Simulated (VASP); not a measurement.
**MoS2: single point with PBE+D3(BJ)**

MoS2:

```
CELL_PARAMETERS angstrom
1.56711 0.90477 5.95452
-1.56711 0.90477 5.95452
0.00000 -1.80954 5.95452
ATOMIC_POSITIONS crystal
Mo 0.00000 0.00000 0.00000
S 0.75638 0.75638 0.75638
S 0.24362 0.24362 0.24362
```

| Property | Result |
| --- | --- |
| Program | VASP 6.6.1 |
| Task | single point |
| Functional | PBE |
| Dispersion | D3(BJ) |
| Potentials or basis | VASP PAW PBE potentials, release 64 (Mo_sv, S) |
| Cutoff | 520 eV |
| k mesh | 15 × 15 × 15 |
| Occupations | gaussian, width 0.1 eV |
| Spin | no spin polarisation |

```
Pressure                   : -0.1 GPa
Largest force              : 0.008 eV/Å
Band gap on the k mesh     : zero (band 13 reaches 8.61 eV, above the bottom of band 14 at 8.22 eV)
Dispersion energy per atom : -0.450 eV
```

Forces on the atoms (eV/Å):
```
Mo   0.000  0.000  0.000
S    0.000  0.000 -0.008
S    0.000  0.000  0.008
```

Levels at points of the mesh, in eV from the Fermi level:
```
           k point  band 10  band 11  band 12  band 13  band 14  band 15  band 16  band 17
(0.00, 0.00, 0.00)    -1.58    -1.44    -0.82    -0.82     0.04     0.04     3.15     3.15
```

It took 8.7 min on 1 thread of AMD EPYC 9R45 96-Core Processor (Zen 5), on a shared host, peak memory 0.52 GiB.

Caveat: pairwise dispersion overbinds metals, which lowers pressure and volume.
